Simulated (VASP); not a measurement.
Input of a VASP 6.6.1 run:

INCAR

```
SYSTEM = CuO
PREC     = Accurate       ! precision mode
ENCUT    = 600            ! plane-wave cutoff, eV
EDIFF    = 1E-6           ! SCF threshold, eV
ISMEAR   = 0              ! smearing method
SIGMA    = 0.1            ! smearing width, eV
LREAL    = .False.        ! projectors in reciprocal space
LASPH    = .True.         ! aspherical terms in the spheres
NELM     = 80             ! most SCF steps
ALGO     = Normal         ! electronic algorithm
ISIF     = 4              ! what is computed and relaxed
LWAVE    = .False.        ! write WAVECAR
LCHARG   = .False.        ! write CHGCAR
GGA      = PE             ! functional
IBRION   = 2              ! ionic algorithm
NSW      = 50             ! ionic steps
EDIFFG   = -0.01          ! ionic threshold
```

File KPOINTS:

```
regular mesh
0
Gamma
  14 14 8
  0 0 0
```

POSCAR

```
CuO
1.0
    1.9665428349     -1.9685580988      0.1539882637
    1.9665428349      1.9685580988      0.1539882637
   -0.3974936172      0.0000000000      5.0596768570
Cu O
2 2
Direct
    0.0000000000      0.5000000000      0.0000000000
    0.5000000000      0.0000000000      0.5000000000
    0.5000784525      0.4999215475      0.2500000000
    0.4999215475      0.5000784525      0.7500000000
```

Potentials or basis: VASP PAW PBE potentials, release 64 (Cu, O).

Run with:

```bash
$ cat potpaw_PBE.64/Cu/POTCAR potpaw_PBE.64/O/POTCAR > POTCAR
$ mpirun -np 1 vasp_std > vasp.out
```

(1) What does it give for the band gap on the k mesh?

## Answers

(1) zero (bands 17 and 18 overlap by 1.17 eV).

Caveat: semilocal functionals often make such compounds metallic where correlation or magnetic order opens a gap, which also shifts bond lengths.
